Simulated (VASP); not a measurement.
# ZnS (Cm) in VASP: notebook

ZnS is run at these levels: r2SCAN; tasks: single point.

Program: VASP 6.6.1. These are calculated values, not measurements. Logs are shortened: lines on timing, memory, paths and dates and some standing lists are left out, and cuts for length are marked.

### 1 The cell of the first run

It takes space group Cm (No. 8, monoclinic). Conventional cell: a = 6.625 Å, b = 3.825 Å, c = 3.825 Å, α = 90.00°, β = 125.26°, γ = 90.00°. Within 2.6 Å of Zn (site symmetry m) lie 3 S at 1.99 to 2.39 Å. Within 2.6 Å of S (site symmetry m) lie 3 Zn at 1.99 to 2.39 Å.

### 2 Single point, r2SCAN (atom 1 (Zn) moved by (-0.450, +0.000) A along [1 1 0] and z)

File POSCAR:

```
ZnS
1.0
    0.0000000000      2.7046500000      2.7046500000
    2.7046500000      0.0000000000      2.7046500000
    2.7046500000      2.7046500000      0.0000000000
Zn S
1 1
Direct
    0.0000000000      0.0000000000     -0.1176485133
    0.7500000000      0.7500000000      0.7500000000
```

File INCAR.step1:

```
PREC     = Accurate       # precision mode
ENCUT    = 520            # plane-wave cutoff, eV
ISMEAR   = 0              # smearing method
SIGMA    = 0.05           # smearing width, eV
LREAL    = False          # projectors in reciprocal space
LASPH    = True           # aspherical terms in the spheres
NELM     = 80             # most SCF steps
NBANDS   = 16             # bands
GGA      = PE             # functional
ALGO     = Normal         # electronic algorithm
EDIFF    = 1E-4           # SCF threshold, eV
LWAVE    = True           # write WAVECAR
LCHARG   = False          # write CHGCAR
```

File INCAR.step2:

```
PREC     = Accurate       # precision mode
ENCUT    = 520            # plane-wave cutoff, eV
EDIFF    = 1E-6           # SCF threshold, eV
ISMEAR   = 0              # smearing method
SIGMA    = 0.05           # smearing width, eV
LREAL    = False          # projectors in reciprocal space
LASPH    = True           # aspherical terms in the spheres
NELM     = 80             # most SCF steps
ALGO     = Normal         # electronic algorithm
ISIF     = 2              # what is computed and relaxed
LWAVE    = False          # write WAVECAR
LCHARG   = True           # write CHGCAR
METAGGA  = R2SCAN         # meta-GGA
LMIXTAU  = True         
LELF     = True           # ELF
LVHAR    = True         
NBANDS   = 16             # bands
ISTART   = 1
```

File KPOINTS:

```
Automatic mesh
0
Gamma
  8 8 8
```

Potentials or basis: VASP PAW PBE potentials, release 64 (Zn, S).

Command:

```bash
> cat potpaw_PBE.64/Zn/POTCAR potpaw_PBE.64/S/POTCAR > POTCAR
> cp INCAR.step1 INCAR
> mpirun -np 1 vasp_std > vasp.out
> cp INCAR.step2 INCAR
> mpirun -np 1 vasp_std > vasp.out
```

OUTCAR:

```text
PREC = Accurate
   ENCUT = 520
   EDIFF = 1E-6
   ISMEAR = 0
   LREAL = False
   LASPH = True
   NELM = 80
   ISIF = 2
   METAGGA = R2SCAN
   ISTART = 1

 ion  position               nearest neighbor table
   1  0.000  0.000  0.882-   2 1.99   2 2.39   2 2.39   2 2.72
   2  0.750  0.750  0.750-   1 1.99   1 2.39   1 2.39   1 2.72

  LATTYP: Found a face centered cubic cell.
 ALAT       =     5.4093000000

  Lattice vectors:

 A1 = (   0.0000000000,   2.7046500000,   2.7046500000)
 A2 = (   2.7046500000,   0.0000000000,   2.7046500000)
 A3 = (   2.7046500000,   2.7046500000,   0.0000000000)

Analysis of symmetry for initial positions (statically):
=====================================================================
 Subroutine PRICEL returns:
 Original cell was already a primitive cell.

 Routine SETGRP: Setting up the symmetry group for a
 face centered cubic supercell.

 Subroutine GETGRP returns: Found  2 space group operations
 (whereof  2 operations were pure point group operations)
 out of a pool of 48 trial point group operations.

The static configuration has the point symmetry C_1h.

Analysis of symmetry for dynamics (positions and initial velocities):
=====================================================================
 Subroutine PRICEL returns:
 Original cell was already a primitive cell.

 Routine SETGRP: Setting up the symmetry group for a
 face centered cubic supercell.

 Subroutine GETGRP returns: Found  2 space group operations
 (whereof  2 operations were pure point group operations)
 out of a pool of 48 trial point group operations.

The dynamic configuration has the point symmetry C_1h.

 Subroutine INISYM returns: Found  2 space group operations
 (whereof  2 operations are pure point group operations),
 and found     1 'primitive' translations

----------------------------------------------------------------------------------------

                                     Primitive cell

  volume of cell :      39.5697

  direct lattice vectors                    reciprocal lattice vectors
     0.000000000  2.704650000  2.704650000    -0.184866803  0.184866803  0.184866803
     2.704650000  0.000000000  2.704650000     0.184866803 -0.184866803  0.184866803
     2.704650000  2.704650000  0.000000000     0.184866803  0.184866803 -0.184866803

  length of vectors
     3.824952711  3.824952711  3.824952711     0.320198696  0.320198696  0.320198696

  position of ions in fractional coordinates (direct lattice)
     0.000000000  0.000000000  0.882351487
     0.750000000  0.750000000  0.750000000

  ion indices of the primitive-cell ions
   primitive index   ion index
                 1           1
                 2           2

----------------------------------------------------------------------------------------

 KPOINTS: Automatic mesh

Automatic generation of k-mesh.
 Grid dimensions read from file:
 generate k-points for:    8    8    8

 Generating k-lattice:

  Cartesian coordinates                     Fractional coordinates (reciprocal lattice)
    -0.023108350  0.023108350  0.023108350     0.125000000  0.000000000  0.000000000
     0.023108350 -0.023108350  0.023108350     0.000000000  0.125000000  0.000000000
     0.023108350  0.023108350 -0.023108350     0.000000000  0.000000000  0.125000000

  Length of vectors
     0.040024837  0.040024837  0.040024837

  Shift w.r.t. Gamma in fractional coordinates (k-lattice)
     0.000000000  0.000000000  0.000000000

 Subroutine IBZKPT returns following result:
 ===========================================

 Found    150 irreducible k-points:

 Following reciprocal coordinates:
            Coordinates               Weight
  0.000000  0.000000  0.000000      1.000000
  0.125000  0.000000  0.000000      4.000000
  0.000000  0.000000  0.125000      2.000000
  0.125000  0.125000  0.125000      2.000000
  0.250000  0.000000  0.000000      4.000000
  0.000000  0.000000  0.250000      2.000000
[... 16 lines left out ...]
  0.375000  0.125000  0.000000      4.000000
  0.000000  0.375000  0.125000      4.000000
 [... further k-points ...]
   k-points           NKPTS =    150   k-points in BZ     NKDIM =    150   number of bands    NBANDS=     16
   number of dos      NEDOS =    301   number of ions     NIONS =      2
   total plane-waves  NPLWV =  21952
   dimension x,y,z NGX =    28 NGY =   28 NGZ =   28
   dimension x,y,z NGXF=    56 NGYF=   56 NGZF=   56
   ions per type =               1   1
   NGX,Y,Z   is equivalent  to a cutoff of  12.17, 12.17, 12.17 a.u.
   NGXF,Y,Z  is equivalent  to a cutoff of  24.34, 24.34, 24.34 a.u.
 SYSTEM =  unknown system
   PREC   = accura    normal or accurate (medium, high low for compatibility)
   ISTART =      1    job   : 0-new  1-cont  2-samecut
   ICHARG =      0    charge: 1-file 2-atom 10-const
   ISPIN  =      1    spin polarized calculation?
   LNONCOLLINEAR =      F non collinear calculations
   LSORBIT =      F    spin-orbit coupling
   LASPH  =      T    aspherical Exc in radial PAW
   ENCUT  =  520.0 eV  38.22 Ry    6.18 a.u.   7.11  7.11  7.11*2*pi/ulx,y,z
   NELM   =     80;   NELMIN=  2; NELMDL=  0     # of ELM steps
   EDIFF  = 0.1E-05   stopping-criterion for ELM
   LREAL  =      F    real-space projection
   EDIFFG = 0.1E-04   stopping-criterion for IOM
   NSW    =      0    number of steps for IOM
   IBRION =     -1    ionic relax: 0-MD 1-quasi-New 2-CG
   NFREE  =      0    steps in history (QN), initial steepest desc. (CG)
   ISIF   =      2    stress and relaxation
   ISYM   =      2    0-nonsym 1-usesym 2-fastsym
   POTIM  = 0.5000    time-step for ionic-motion
   TEBEG  =    0.0;   TEEND  =   0.0 temperature during run
   PSTRESS=    0.0 pullay stress
   NELECT =      18.0000    total number of electrons
   NUPDOWN=      -1.0000    fix difference up-down
   EMIN   =  10.00;   EMAX   =-10.00  energy-range for DOS
   EFERMI =   0.00;   METHOD = LEGACY
   ISMEAR =     0;   SIGMA  =   0.05  broadening in eV -4-tet -1-fermi 0-gaus
   EFERMI_NEDOS =   21; number of points for ismear=-14 and -15
   IALGO  =     38    algorithm
   IMIX   =      4    mixing-type and parameters
     AMIX     =   0.40;   BMIX     =  1.00
     AMIX_MAG =   1.60;   BMIX_MAG =  1.00
  volume/ion in A,a.u.               =      19.78       133.51
  Fermi-wavevector in a.u.,A,eV,Ry     =   1.259055  2.379268 21.568210  1.585219
  Thomas-Fermi vector in A             =   2.392634
   LORBIT       =      0    0 simple, 1 ext, 2 COOP (PROOUT), +10 PAW based schemes
   METAGGA = R2SCAN    functional components
   LHFCALC =     F    Hartree Fock is set to
   AEXX    =    0.0000 exact exchange contribution
   IVDW    =     0    specifies the selected vdW correction
   LEPSILON=     F    determine dielectric tensor
   LRPA    =     F    only Hartree local field effects (RPA)
 non-spin polarized calculation
 Gauss-broadening in eV      SIGMA  =   0.05
  energy-cutoff  :      520.00
  volume of cell :       39.57
 maximum number of plane-waves:      1090
   NGX = 15   NGY = 15   NGZ = 15

 number of electron      18.0000002 magnetization

 Free energy of the ion-electron system (eV)
  ---------------------------------------------------
  ext. energy  EPLUGINS =         0.00000000
  ---------------------------------------------------
  free energy    TOTEN  =       -18.18393749 eV

  energy without entropy =      -18.18393749  energy(sigma->0) =      -18.18393749

 E-fermi :   2.1735     XC(G=0): -10.2460

 val. band max:        1.9737639282   @ k =   0.0000   0.0000   0.0000
 cond. band min:       4.5277189731   @ k =   0.0000   0.0000   0.0000
 fundamental gap:      2.5539550449
 Fermi energy:         2.1735166138

 k-point     1 :       0.0000    0.0000    0.0000
  band No.  band energies     occupation
      1     -12.0579      2.00000
      2      -5.3300      2.00000
      3      -5.0853      2.00000
      4      -4.7600      2.00000
      5      -4.5083      2.00000
      6      -4.4659      2.00000
[... 8 lines left out ...]
     15      13.9784      0.00000
     16      14.1525      0.00000

 k-point     2 :       0.1250    0.0000    0.0000
  band No.  band energies     occupation
      1     -11.9422      2.00000
      2      -5.3148      2.00000
      3      -5.0633      2.00000
      4      -4.7643      2.00000
      5      -4.5045      2.00000
      6      -4.4652      2.00000
[... 8 lines left out ...]
     15      13.4411      0.00000
     16      14.7785      0.00000

 k-point     3 :       0.0000    0.0000    0.1250
  band No.  band energies     occupation
      1     -11.9567      2.00000
      2      -5.3154      2.00000
      3      -5.0873      2.00000
      4      -4.7483      2.00000
      5      -4.5056      2.00000
      6      -4.4595      2.00000
[... 8 lines left out ...]
     15      13.6442      0.00000
     16      15.0807      0.00000

 k-point     4 :       0.1250    0.1250    0.1250
  band No.  band energies     occupation
      1     -11.9277      2.00000
      2      -5.3414      2.00000
      3      -5.0288      2.00000
      4      -4.7306      2.00000
      5      -4.5205      2.00000
      6      -4.4747      2.00000
[... 8 lines left out ...]
     15      13.2674      0.00000
     16      14.8431      0.00000
[... 324 lines left out ...]
 k-point    22 :       0.2500    0.2500    0.1250
  band No.  band energies     occupation
      1     -11.6151      2.00000
      2      -5.3320      2.00000
      3      -4.8829      2.00000
      4      -4.7501      2.00000
      5      -4.5238      2.00000
      6      -4.4727      2.00000
[... 8 lines left out ...]
     15      13.7503      0.00000
     16      15.8339      0.00000

 k-point    23 :       0.3750    0.1250    0.0000
  band No.  band energies     occupation
      1     -11.3217      2.00000
      2      -5.2365      2.00000
      3      -4.8990      2.00000
      4      -4.7448      2.00000
      5      -4.4919      2.00000
      6      -4.3991      2.00000
[... 8 lines left out ...]
     15      15.2188      0.00000
     16      15.3954      0.00000

 k-point    24 :       0.0000    0.3750    0.1250
  band No.  band energies     occupation
      1     -11.3245      2.00000
      2      -5.2112      2.00000
      3      -4.9221      2.00000
      4      -4.6600      2.00000
      5      -4.4866      2.00000
      6      -4.4591      2.00000
[... 8 lines left out ...]
     15      14.6639      0.00000
     16      15.2387      0.00000

 [... further k-points ...]
[... 5 lines left out ...]
  --------------------------------------------------------------------------------------
  -------------------------------------------------------------------------------------
  Total        1.1868409      1.1868409      2.6463315      1.9971590      2.5006800      2.5007276
  in kB       48.0551450     48.0551450    107.1498600     80.8648932    101.2524381    101.2543669
  external PRESSURE =      67.7533833 kB  Pullay stress =       0.0000000 kB

 VOLUME and BASIS-vectors are now :
 -----------------------------------------------------------------------------
  energy-cutoff  :      520.00
  volume of cell :       39.57
      direct lattice vectors                 reciprocal lattice vectors
     0.000000000  2.704650000  2.704650000    -0.184866803  0.184866803  0.184866803
     2.704650000  0.000000000  2.704650000     0.184866803 -0.184866803  0.184866803
     2.704650000  2.704650000  0.000000000     0.184866803  0.184866803 -0.184866803

 POSITION                                       TOTAL-FORCE (eV/Angst)
 -----------------------------------------------------------------------------------
      2.38645      2.38645      0.00000         2.449988      2.449988      2.672255
      4.05697      4.05697      4.05697        -2.449988     -2.449988     -2.672255
 -----------------------------------------------------------------------------------
    total drift:                                0.000866      0.000866      0.029853

  FREE ENERGIE OF THE ION-ELECTRON SYSTEM (eV)
  ---------------------------------------------------
  free  energy   TOTEN  =       -18.1839374858 eV

  energy  without entropy=      -18.1839374857  energy(sigma->0) =      -18.18393749
```

Run time: 7.7 min. Hardware: 1 thread of Intel Xeon 8259CL, shared host; peak memory 0.23 GiB.

Results:

| Item | Value |
| --- | --- |
| Free energy | -18.1839 eV |
| Pressure | 6.8 GPa |
| Largest force | 4.376 eV/Å |
| Band gap on the k mesh | 2.55 eV |

Forces on the atoms (eV/Å):
```
Zn   2.450  2.450  2.672
S   -2.450 -2.450 -2.672
```

Caveat: the cell differs from its parent crystal (atom 1 (Zn) moved by (-0.450, +0.000) A along [1 1 0] and z); the stress differs along the axes, from 5 to 11 GPa; the PAW data sets were made with another functional, which shifts forces and pressure a little. A k mesh can miss the band edges.

(Continued in part 2 of 2.)
